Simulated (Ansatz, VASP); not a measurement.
**CaI4 in VASP and in Ansatz**

File INCAR:

```
SYSTEM = CaI4
PREC = Accurate
ENCUT = 520
EDIFF = 1E-6
ISMEAR = 0
SIGMA = 0.1
LREAL = .False.
LASPH = .True.
NELM = 80
ALGO = Normal
ISIF = 2
LWAVE = .False.
LCHARG = .True.
LDIPOL = .True.
IDIPOL = 3
DIPOL = 0.5 0.5 0.500
GGA = PE
LELF = .True.
LVHAR = .True.
LVACPOTAV = .True.
NBANDS = 27
```

Contents of KPOINTS:

```
regular mesh
0
Gamma
  4 4 1
  0 0 0
```

The input POSCAR:

```
CaI4
1.0
    3.5990417600     -3.5990417600      0.0000000000
    3.5990417600      3.5990417600      0.0000000000
    0.0000000000      0.0000000000     18.0000000000
Ca I
1 4
Direct
    0.5000000000      0.5000000000      0.5000000000
    0.0000000000      0.5000000000      0.5971924600
    0.5000000000      0.0000000000      0.5971924600
    0.0000000000      0.5000000000      0.4028075400
    0.5000000000      0.0000000000      0.4028075400
```

Input for Ansatz:

```yaml
crystal:
  lattice:
    - [3.59904176, -3.59904176, 0.0]
    - [3.59904176, 3.59904176, 0.0]
    - [0.0, 0.0, 18.0]
  atoms:
    - { symbol: Ca, position: [0.5, 0.5, 0.5] }
    - { symbol: I, position: [0.0, 0.5, 0.59719246] }
    - { symbol: I, position: [0.5, 0.0, 0.59719246] }
    - { symbol: I, position: [0.0, 0.5, 0.40280754] }
    - { symbol: I, position: [0.5, 0.0, 0.40280754] }
  periodic: [true, true, false]
basis:
  ecutwfc: 420
kpoints:
  mp_grid: { grid: [4, 4, 1] }
hamiltonian:
  xc: pbe
scf:
  occupations: { method: gaussian, width: 0.1 }
  lower_state_search: "off"
output:
  forces: true
  stress: true
  eigenvalues: true
```

Alike in both runs: task single point; functional PBE; k mesh 4 × 4 × 1; occupations gaussian, width 0.1 eV; no spin polarisation.

```csv
,VASP,Ansatz
version,VASP 6.6.1,Ansatz 0.2.0
potentials or method,"VASP PAW PBE potentials, release 64 (Ca_sv, I), cutoff 520 eV","scalar-relativistic, plane waves, PAW"
valence electrons in the cell,38,78
```

```tsv
	VASP	Ansatz	Ansatz less VASP
gap on the k mesh at the Fermi level (eV)	none	none	-
rms of the force components (eV/Å)	0.549	0.544	-0.0051
```

Atom by atom the forces differ by 0.005 eV/Å (rms over components). A gap of «none» marks a metal or a gap that the smearing closes. The functional is the same, so the differences come from potentials, cutoffs and numerics. VASP's potentials hold 38 valence electrons a cell and Ansatz's 78, so a difference there can come from the potentials and not from the codes. Ansatz's warnings: slab cell height set.

Neither program's run includes spin-orbit coupling.
